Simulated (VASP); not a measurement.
Write the native input for VASP 6.6.1 that does the following.

```
Task                   : relaxation of cell and atoms
Functional             : PBE
Potentials or basis    : VASP PAW PBE potentials, release 64 (Mg, Cd, S)
Cutoff                 : 600 eV
k mesh                 : 3 × 3 × 6
Occupations            : gaussian, width 0.1 eV
Spin                   : no spin polarisation
Dipole correction      : no
Further INCAR settings : ALGO = Normal; EDIFF = 1e-07; IBRION = 2; EDIFFG = -0.04; NSW = 90; ISIF = 3
```

The structure of MgCd2S3 lies in POSCAR:

```
MgCd2S3
1.0
    6.5205280100      0.0000000000      0.0000000000
   -3.2602640100      5.6469429000      0.0000000000
    0.0000000000      0.0000000000      3.5983963000
Mg Cd S
1 2 3
Direct
    0.0000000000      0.0000000000      0.0000000000
    0.3333333300      0.6666666700      0.0000000000
    0.6666666700      0.3333333300      0.0000000000
    0.5000000000      0.0000000000      0.5000000000
    0.5000000000      0.5000000000      0.5000000000
    0.0000000000      0.5000000000      0.5000000000
```

The cell was built from a structure type or drawn by symmetry, and may not be a known phase.

These files were run (other wordings do the same):

INCAR

```
SYSTEM = MgCd2S3
PREC = Accurate ; ENCUT = 600
EDIFF = 1E-7 ; ISMEAR = 0
SIGMA = 0.1 ; LREAL = .False.
LASPH = .True. ; NELM = 100
ALGO = Normal ; ISIF = 3
LWAVE = .False. ; LCHARG = .False.
GGA = PE ; IBRION = 2
NSW = 90 ; EDIFFG = -0.04
```

KPOINTS

```
regular mesh
0
Gamma
  3 3 6
  0 0 0
```

Potentials or basis: VASP PAW PBE potentials, release 64 (Mg, Cd, S).

The run is started by

```bash
$ cat potpaw_PBE.64/Mg/POTCAR potpaw_PBE.64/Cd/POTCAR potpaw_PBE.64/S/POTCAR > POTCAR
$ mpirun -np 1 vasp_std > vasp.out
```

Results of the run:

```yaml
Relaxed_volume: 25.03 Å³/atom
Relaxed_cell: a = 7.160 Å, b = 7.160 Å, c = 3.382 Å, α = 90.00°, β = 90.00°, γ = 120.00°
Space_group_after_relaxing_to_0.1_Å: P6/mmm (No. 191)
Energy_gained_by_relaxing: 67.3 meV/atom
Ionic_steps: 11
Pressure_after_relaxing: 0.0 GPa
Band_gap_on_the_k_mesh: zero (bands 22 and 23 overlap by 0.92 eV)
```

Caveat: the k points lie up to 0.34 Å⁻¹ apart in the final cell, too coarse for converged energies and pressures of a metal.

It took 6.8 min on 1 thread of Intel(R) Xeon(R) Platinum 8259CL CPU @ 2.50GHz (Skylake/Cascade Lake), with other jobs on the host, peak memory 0.32 GiB.
